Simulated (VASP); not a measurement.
Set up this calculation in VASP 6.6.1, as the native input.

```
Task                   : single point
Functional             : LDA
Potentials or basis    : VASP PAW LDA potentials, release 64 (Pt)
Cutoff                 : 520 eV
k mesh                 : 22 × 22 × 22
Occupations            : gaussian, width 0.15 eV
Spin                   : no spin polarisation
Dipole correction      : no
Further INCAR settings : ALGO = Normal; EDIFF = 1e-06; NBANDS = 11
```

The structure of Pt lies in POSCAR:

```
Pt
1.0
    0.0000000000      1.8494202112      2.0926189690
    1.8494202112      0.0000000000      2.0926189690
    1.8494202112      1.8494202112      0.0000000000
Pt
1
Direct
    0.0000000000      0.0000000000      0.0000000000
```

One way to write it, as run:

INCAR

```
SYSTEM = Pt
PREC = Accurate ; ENCUT = 520
EDIFF = 1E-6 ; ISMEAR = 0
SIGMA = 0.15 ; LREAL = .False.
LASPH = .True. ; NELM = 100
ALGO = Normal ; ISIF = 2
LWAVE = .False. ; LCHARG = .False.
NBANDS = 11
```

KPOINTS

```
Automatic mesh
0
Gamma
  22 22 22
  0 0 0
```

Potentials or basis: VASP PAW LDA potentials, release 64 (Pt).

Launch:

```console
$ cat potpaw_LDA.64/Pt/POTCAR > POTCAR
$ mpirun -np 1 vasp_std > vasp.out
```

Results of the run:

```yaml
Pressure: 13.7 GPa
Band_gap_on_the_k_mesh: zero (bands 5 and 6 overlap by 3.03 eV)
```

Caveat: the cell stands under pressure; spin-orbit coupling is left out, which moves the levels of the heavy elements.

Wall time 120 s on 1 thread of Intel Xeon 8259CL, on a shared host, peak memory 0.24 GiB.
